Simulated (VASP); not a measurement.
# Cs (Im-3m) in VASP: a series of runs

The runs below take Cs through single point, with PBE, LDA.

All numbers are computed with VASP 6.6.1; they aren't measurements. Logs are shortened: lines on timing, memory, paths and dates and some standing lists are left out, and cuts for length are marked.

## 1. The cell of the first run

The structure is cubic, space group Im-3m (No. 229). Conventional cell: a = 6.215 Å, b = 6.215 Å, c = 6.215 Å, α = 90.00°, β = 90.00°, γ = 90.00°.

## 2. Single point, PBE (volume scaled by 0.98)

Input file INCAR:

```
ALGO = Fast
EDIFF = 1E-6
ENCUT = 520
GGA = PE
ISIF = 2
ISMEAR = -1
LASPH = True
LCHARG = False
LREAL = False
LWAVE = False
NBANDS = 10
NELM = 100
PREC = Accurate
SIGMA = 0.05
```

Input file KPOINTS:

```
k-points
0
Gamma
  6 6 6
```

Input file POSCAR:

```
Cs
1.0
   -3.1074680189      3.1074680189      3.1074680189
    3.1074680189     -3.1074680189      3.1074680189
    3.1074680189      3.1074680189     -3.1074680189
Cs
1
Direct
    0.0000000000      0.0000000000      0.0000000000
```

Potentials or basis: VASP PAW PBE potentials, release 64 (Cs_sv).

Launch:

```
$ cat potpaw_PBE.64/Cs_sv/POTCAR > POTCAR
$ mpirun -np 1 vasp_std > vasp.out
```

OUTCAR:

```text
EDIFF = 1E-6
   ENCUT = 520
   GGA = PE
   ISIF = 2
   ISMEAR = -1
   LASPH = True
   LREAL = False
   NELM = 100
   PREC = Accurate

 ion  position               nearest neighbor table
   1  0.000  0.000  0.000-

  LATTYP: Found a body centered cubic cell.
 ALAT       =     6.2149360378

  Lattice vectors:

 A1 = (  -3.1074680189,   3.1074680189,   3.1074680189)
 A2 = (   3.1074680189,  -3.1074680189,   3.1074680189)
 A3 = (   3.1074680189,   3.1074680189,  -3.1074680189)

Analysis of symmetry for initial positions (statically):
=====================================================================
 Subroutine PRICEL returns:
 Original cell was already a primitive cell.

 Routine SETGRP: Setting up the symmetry group for a
 body centered cubic supercell.

 Subroutine GETGRP returns: Found 48 space group operations
 (whereof 48 operations were pure point group operations)
 out of a pool of 48 trial point group operations.

The static configuration has the point symmetry O_h .

Analysis of symmetry for dynamics (positions and initial velocities):
=====================================================================
 Subroutine PRICEL returns:
 Original cell was already a primitive cell.

 Routine SETGRP: Setting up the symmetry group for a
 body centered cubic supercell.

 Subroutine GETGRP returns: Found 48 space group operations
 (whereof 48 operations were pure point group operations)
 out of a pool of 48 trial point group operations.

The dynamic configuration has the point symmetry O_h .

 Subroutine INISYM returns: Found 48 space group operations
 (whereof 48 operations are pure point group operations),
 and found     1 'primitive' translations

----------------------------------------------------------------------------------------

                                     Primitive cell

  volume of cell :     120.0273

  direct lattice vectors                    reciprocal lattice vectors
    -3.107468019  3.107468019  3.107468019     0.000000000  0.160902702  0.160902702
     3.107468019 -3.107468019  3.107468019     0.160902702  0.000000000  0.160902702
     3.107468019  3.107468019 -3.107468019     0.160902702  0.160902702  0.000000000

  length of vectors
     5.382292492  5.382292492  5.382292492     0.227550783  0.227550783  0.227550783

  position of ions in fractional coordinates (direct lattice)
     0.000000000  0.000000000  0.000000000

  ion indices of the primitive-cell ions
   primitive index   ion index
                 1           1

----------------------------------------------------------------------------------------

 KPOINTS: k-points

Automatic generation of k-mesh.
 Grid dimensions read from file:
 generate k-points for:    6    6    6

 Generating k-lattice:

  Cartesian coordinates                     Fractional coordinates (reciprocal lattice)
     0.000000000  0.026817117  0.026817117     0.166666667  0.000000000  0.000000000
     0.026817117  0.000000000  0.026817117     0.000000000  0.166666667  0.000000000
     0.026817117  0.026817117  0.000000000     0.000000000  0.000000000  0.166666667

  Length of vectors
     0.037925131  0.037925131  0.037925131

  Shift w.r.t. Gamma in fractional coordinates (k-lattice)
     0.000000000  0.000000000  0.000000000

 Subroutine IBZKPT returns following result:
 ===========================================

 Found     16 irreducible k-points:

 Following reciprocal coordinates:
            Coordinates               Weight
  0.000000  0.000000  0.000000      1.000000
  0.166667  0.000000  0.000000     12.000000
  0.333333  0.000000  0.000000     12.000000
  0.500000  0.000000  0.000000      6.000000
  0.166667  0.166667  0.000000     24.000000
  0.333333  0.166667  0.000000     48.000000
[... 8 lines left out ...]
  0.500000  0.500000  0.333333     12.000000
  0.500000  0.500000  0.500000      1.000000
   k-points           NKPTS =     16   k-points in BZ     NKDIM =     16   number of bands    NBANDS=     10
   number of dos      NEDOS =    301   number of ions     NIONS =      1
   total plane-waves  NPLWV =  64000
   dimension x,y,z NGX =    40 NGY =   40 NGZ =   40
   dimension x,y,z NGXF=    80 NGYF=   80 NGZF=   80
   ions per type =               1
   NGX,Y,Z   is equivalent  to a cutoff of  12.36, 12.36, 12.36 a.u.
   NGXF,Y,Z  is equivalent  to a cutoff of  24.71, 24.71, 24.71 a.u.
 SYSTEM =  unknown system
   PREC   = accura    normal or accurate (medium, high low for compatibility)
   ISTART =      0    job   : 0-new  1-cont  2-samecut
   ICHARG =      2    charge: 1-file 2-atom 10-const
   ISPIN  =      1    spin polarized calculation?
   LNONCOLLINEAR =      F non collinear calculations
   LSORBIT =      F    spin-orbit coupling
   LASPH  =      T    aspherical Exc in radial PAW
   ENCUT  =  520.0 eV  38.22 Ry    6.18 a.u.  10.01 10.01 10.01*2*pi/ulx,y,z
   NELM   =    100;   NELMIN=  2; NELMDL= -5     # of ELM steps
   EDIFF  = 0.1E-05   stopping-criterion for ELM
   LREAL  =      F    real-space projection
   EDIFFG = 0.1E-04   stopping-criterion for IOM
   NSW    =      0    number of steps for IOM
   IBRION =     -1    ionic relax: 0-MD 1-quasi-New 2-CG
   NFREE  =      0    steps in history (QN), initial steepest desc. (CG)
   ISIF   =      2    stress and relaxation
   ISYM   =      2    0-nonsym 1-usesym 2-fastsym
   POTIM  = 0.5000    time-step for ionic-motion
   TEBEG  =    0.0;   TEEND  =   0.0 temperature during run
   PSTRESS=    0.0 pullay stress
   NELECT =       9.0000    total number of electrons
   NUPDOWN=      -1.0000    fix difference up-down
   EMIN   =  10.00;   EMAX   =-10.00  energy-range for DOS
   EFERMI =   0.00;   METHOD = LEGACY
   ISMEAR =    -1;   SIGMA  =   0.05  broadening in eV -4-tet -1-fermi 0-gaus
   EFERMI_NEDOS =   21; number of points for ismear=-14 and -15
   IALGO  =     68    algorithm
   IMIX   =      4    mixing-type and parameters
     AMIX     =   0.40;   BMIX     =  1.00
     AMIX_MAG =   1.60;   BMIX_MAG =  1.00
  volume/ion in A,a.u.               =     120.03       809.98
  Fermi-wavevector in a.u.,A,eV,Ry     =   0.690339  1.304551  6.484098  0.476568
  Thomas-Fermi vector in A             =   1.771679
   LORBIT       =      0    0 simple, 1 ext, 2 COOP (PROOUT), +10 PAW based schemes
   GGA     = PE    functional components
   LHFCALC =     F    Hartree Fock is set to
   AEXX    =    0.0000 exact exchange contribution
   IVDW    =     0    specifies the selected vdW correction
   LEPSILON=     F    determine dielectric tensor
   LRPA    =     F    only Hartree local field effects (RPA)
 non-spin polarized calculation
 RMM-DIIS sequential band-by-band and
  energy-cutoff  :      520.00
  volume of cell :      120.03
 maximum number of plane-waves:      3300
   NGX = 19   NGY = 19   NGZ = 19

 number of electron       9.0000001 magnetization

 Free energy of the ion-electron system (eV)
  ---------------------------------------------------
  ext. energy  EPLUGINS =         0.00000000
  ---------------------------------------------------
  free energy    TOTEN  =        -0.84695698 eV

  energy without entropy =       -0.82885833  energy(sigma->0) =       -0.83790765

 E-fermi :   0.3562     XC(G=0):  -5.3005

 val. band max:        0.2338030111   @ k =   0.1667   0.1667   0.1667
 cond. band min:       0.3736516616   @ k =   0.3333   0.1667   0.0000
 fundamental gap:      0.1398486505
 Fermi energy:         0.3561678342

 k-point     1 :       0.0000    0.0000    0.0000
  band No.  band energies     occupation
      1     -23.5314      2.00000
      2     -10.2806      2.00000
      3     -10.2806      2.00000
      4     -10.2806      2.00000
      5      -1.2851      2.00000
      6       2.8159      0.00000
      7       2.8159      0.00000
      8       2.8159      0.00000
      9       3.6445      0.00000
     10       3.6445      0.00000

 k-point     2 :       0.1667    0.0000    0.0000
  band No.  band energies     occupation
      1     -23.5301      2.00000
      2     -10.3110      2.00000
      3     -10.2906      2.00000
      4     -10.2806      2.00000
      5      -0.9968      2.00000
      6       2.4711      0.00000
      7       2.5422      0.00000
      8       3.1067      0.00000
      9       3.4282      0.00000
     10       3.6144      0.00000

 k-point     3 :       0.3333    0.0000    0.0000
  band No.  band energies     occupation
      1     -23.5273      2.00000
      2     -10.3700      2.00000
      3     -10.3104      2.00000
      4     -10.2806      2.00000
      5      -0.2470      1.99999
      6       1.6865      0.00000
      7       2.1510      0.00000
      8       3.5688      0.00000
      9       3.7479      0.00000
     10       3.9418      0.00000

 k-point     4 :       0.5000    0.0000    0.0000
  band No.  band energies     occupation
      1     -23.5260      2.00000
      2     -10.3988      2.00000
      3     -10.3202      2.00000
      4     -10.2806      2.00000
      5       0.4019      0.57230
      6       1.1798      0.00000
      7       1.9968      0.00000
      8       3.4672      0.00000
      9       4.0739      0.00000
     10       4.5983      0.00000

 k-point     5 :       0.1667    0.1667    0.0000
  band No.  band energies     occupation
      1     -23.5280      2.00000
      2     -10.3511      2.00000
      3     -10.3030      2.00000
      4     -10.2875      2.00000
      5      -0.4679      2.00000
      6       1.9632      0.00000
      7       2.1691      0.00000
      8       3.3332      0.00000
      9       3.6250      0.00000
     10       3.9152      0.00000

 k-point     6 :       0.3333    0.1667    0.0000
  band No.  band energies     occupation
      1     -23.5260      2.00000
      2     -10.3839      2.00000
      3     -10.3263      2.00000
      4     -10.2900      2.00000
      5       0.3737      0.82692
      6       1.3658      0.00000
      7       1.8730      0.00000
      8       3.3898      0.00000
      9       3.8989      0.00000
     10       4.3386      0.00000

 k-point     7 :       0.3333    0.3333    0.0000
  band No.  band energies     occupation
      1     -23.5253      2.00000
      2     -10.3622      2.00000
      3     -10.3622      2.00000
      4     -10.2956      2.00000
      5       1.1961      0.00000
      6       1.2315      0.00000
      7       1.2315      0.00000
      8       3.5489      0.00000
      9       3.8060      0.00000
     10       3.8060      0.00000

 k-point     8 :       0.1667    0.1667    0.1667
  band No.  band energies     occupation
      1     -23.5265      2.00000
      2     -10.3739      2.00000
      3     -10.3073      2.00000
      4     -10.3073      2.00000
      5       0.2338      1.84073
      6       1.6446      0.00000
      7       1.6446      0.00000
      8       3.7597      0.00000
      9       3.9399      0.00000
     10       3.9400      0.00000

 k-point     9 :       0.3333    0.1667    0.1667
  band No.  band energies     occupation
      1     -23.5258      2.00000
      2     -10.3685      2.00000
      3     -10.3341      2.00000
      4     -10.3094      2.00000
      5       0.9839      0.00001
      6       1.2165      0.00000
      7       1.5510      0.00000
      8       3.0773      0.00000
      9       4.0589      0.00000
     10       4.1292      0.00000

 k-point    10 :      -0.1667    0.1667    0.1667
  band No.  band energies     occupation
      1     -23.5288      2.00000
      2     -10.3166      2.00000
      3     -10.3009      2.00000
      4     -10.3009      2.00000
      5      -0.7207      2.00000
      6       2.5309      0.00000
      7       2.5775      0.00000
      8       2.5775      0.00000
      9       3.1452      0.00000
     10       4.0345      0.00000

 k-point    11 :      -0.3333    0.3333    0.1667
  band No.  band energies     occupation
      1     -23.5262      2.00000
      2     -10.3647      2.00000
      3     -10.3215      2.00000
      4     -10.3034      2.00000
      5       0.0005      1.99837
      6       1.6842      0.00000
      7       2.3530      0.00000
      8       2.7691      0.00000
      9       3.7838      0.00000
     10       3.8656      0.00000

 k-point    12 :       0.5000    0.5000    0.1667
  band No.  band energies     occupation
      1     -23.5249      2.00000
      2     -10.3905      2.00000
      3     -10.3317      2.00000
      4     -10.3023      2.00000
      5       0.6907      0.00248
      6       1.1337      0.00000
      7       2.2306      0.00000
      8       2.6296      0.00000
      9       3.8943      0.00000
     10       4.9093      0.00000

 k-point    13 :      -0.3333    0.5000    0.1667
  band No.  band energies     occupation
      1     -23.5244      2.00000
      2     -10.3760      2.00000
      3     -10.3497      2.00000
      4     -10.3112      2.00000
      5       0.7593      0.00063
      6       1.3221      0.00000
      7       1.8792      0.00000
      8       3.1020      0.00000
      9       3.4168      0.00000
     10       4.5045      0.00000

 k-point    14 :      -0.3333    0.3333    0.3333
  band No.  band energies     occupation
      1     -23.5239      2.00000
      2     -10.3587      2.00000
      3     -10.3434      2.00000
      4     -10.3434      2.00000
      5       0.5773      0.02371
      6       1.4228      0.00000
      7       2.7198      0.00000
      8       2.7198      0.00000
      9       2.9711      0.00000
     10       4.0130      0.00000

 k-point    15 :       0.5000    0.5000    0.3333
  band No.  band energies     occupation
      1     -23.5228      2.00000
      2     -10.3739      2.00000
      3     -10.3543      2.00000
      4     -10.3447      2.00000
      5       1.0605      0.00000
      6       1.0966      0.00000
      7       2.4083      0.00000
      8       2.8214      0.00000
      9       3.4730      0.00000
     10       4.7339      0.00000

 k-point    16 :       0.5000    0.5000    0.5000
  band No.  band energies     occupation
      1     -23.5217      2.00000
      2     -10.3655      2.00000
      3     -10.3655      2.00000
      4     -10.3655      2.00000
      5       1.0334      0.00000
      6       1.0334      0.00000
      7       3.2545      0.00000
      8       3.2545      0.00000
      9       3.2545      0.00000
     10       4.5941      0.00000

------------------------ aborting loop because EDIFF is reached ----------------------------------------

  FORCE on cell =-STRESS in cart. coord.  units (eV):
  Direction    XX          YY          ZZ          XY          YZ          ZX
  --------------------------------------------------------------------------------------
  -------------------------------------------------------------------------------------
  Total       -0.0393901     -0.0393901     -0.0393901      0.0000000      0.0000000     -0.0000000
  in kB       -0.5257964     -0.5257964     -0.5257964      0.0000000      0.0000000     -0.0000000
  external PRESSURE =      -0.5257964 kB  Pullay stress =       0.0000000 kB

 VOLUME and BASIS-vectors are now :
 -----------------------------------------------------------------------------
  energy-cutoff  :      520.00
  volume of cell :      120.03
      direct lattice vectors                 reciprocal lattice vectors
    -3.107468019  3.107468019  3.107468019     0.000000000  0.160902702  0.160902702
     3.107468019 -3.107468019  3.107468019     0.160902702  0.000000000  0.160902702
     3.107468019  3.107468019 -3.107468019     0.160902702  0.160902702  0.000000000

 POSITION                                       TOTAL-FORCE (eV/Angst)
 -----------------------------------------------------------------------------------
      0.00000      0.00000      0.00000         0.000000      0.000000      0.000000
 -----------------------------------------------------------------------------------
    total drift:                               -0.000000     -0.000000     -0.000000

  FREE ENERGIE OF THE ION-ELECTRON SYSTEM (eV)
  ---------------------------------------------------
  free  energy   TOTEN  =        -0.8469569797 eV

  energy  without entropy=       -0.8288583281  energy(sigma->0) =       -0.83790765
```

Run time: 6.2 s. Hardware: 1 thread of Intel Xeon 6975P-C (Granite Rapids), shared host; peak memory 0.22 GiB.

Results:

| Quantity | Value |
| --- | --- |
| Free energy | -0.8470 eV |
| Pressure | -0.1 GPa |

Caveat: spin-orbit coupling is left out, which moves the levels of the heavy elements.

## 3. Single point, PBE (volume scaled by 1.02)

Input file INCAR:

```
SYSTEM = Cs
PREC = Accurate ; ENCUT = 520
EDIFF = 1E-6 ; ISMEAR = -1
SIGMA = 0.05 ; LREAL = .FALSE.
LASPH = .TRUE. ; NELM = 100
ALGO = Normal ; ISIF = 2
LWAVE = .FALSE. ; LCHARG = .FALSE.
GGA = PE ; NBANDS = 10
```

Input file KPOINTS:

```
Automatic mesh
0
G
  6 6 6
  0 0 0
```

Input file POSCAR:

```
Cs
1.0
   -3.1491839769      3.1491839769      3.1491839769
    3.1491839769     -3.1491839769      3.1491839769
    3.1491839769      3.1491839769     -3.1491839769
Cs
1
Direct
    0.0000000000      0.0000000000      0.0000000000
```

Potentials or basis: VASP PAW PBE potentials, release 64 (Cs_sv).

Launch:

```
$ cat potpaw_PBE.64/Cs_sv/POTCAR > POTCAR
$ mpirun -np 1 vasp_std > vasp.out
```

OUTCAR:

```text
SYSTEM = Cs
   PREC = Accurate
   ENCUT = 520
   EDIFF = 1E-6
   ISMEAR = -1
   LREAL = .FALSE.
   LASPH = .TRUE.
   NELM = 100
   ISIF = 2
   GGA = PE

 ion  position               nearest neighbor table
   1  0.000  0.000  0.000-

  LATTYP: Found a body centered cubic cell.
 ALAT       =     6.2983679538

  Lattice vectors:

 A1 = (  -3.1491839769,   3.1491839769,   3.1491839769)
 A2 = (   3.1491839769,  -3.1491839769,   3.1491839769)
[... 376 lines left out ...]
      8       3.0649      0.00000
      9       3.0649      0.00000
     10       4.3054      0.00000

------------------------ aborting loop because EDIFF is reached ----------------------------------------

  FORCE on cell =-STRESS in cart. coord.  units (eV):
  Direction    XX          YY          ZZ          XY          YZ          ZX
  --------------------------------------------------------------------------------------
  -------------------------------------------------------------------------------------
  Total       -0.0881403     -0.0881403     -0.0881403     -0.0000000     -0.0000000      0.0000000
  in kB       -1.1303968     -1.1303968     -1.1303968     -0.0000000     -0.0000000      0.0000000
  external PRESSURE =      -1.1303968 kB  Pullay stress =       0.0000000 kB

 VOLUME and BASIS-vectors are now :
 -----------------------------------------------------------------------------
  energy-cutoff  :      520.00
  volume of cell :      124.93
      direct lattice vectors                 reciprocal lattice vectors
    -3.149183977  3.149183977  3.149183977     0.000000000  0.158771289  0.158771289
     3.149183977 -3.149183977  3.149183977     0.158771289  0.000000000  0.158771289
     3.149183977  3.149183977 -3.149183977     0.158771289  0.158771289  0.000000000

 POSITION                                       TOTAL-FORCE (eV/Angst)
 -----------------------------------------------------------------------------------
      0.00000      0.00000      0.00000        -0.000000      0.000000      0.000000
 -----------------------------------------------------------------------------------
    total drift:                               -0.000000      0.000000      0.000000

  FREE ENERGIE OF THE ION-ELECTRON SYSTEM (eV)
  ---------------------------------------------------
  free  energy   TOTEN  =        -0.8446935534 eV

  energy  without entropy=       -0.8267693816  energy(sigma->0) =       -0.83573147
```

Wall time 7.5 s (1 thread of Intel Xeon 6975P-C (Granite Rapids), shared host); peak memory 0.24 GiB.

What came out:

| Quantity | Value |
| --- | --- |
| Free energy | -0.8447 eV |
| Pressure | -0.1 GPa |

Caveat: spin-orbit coupling is left out, which moves the levels of the heavy elements.

[end of part 1 of 2]
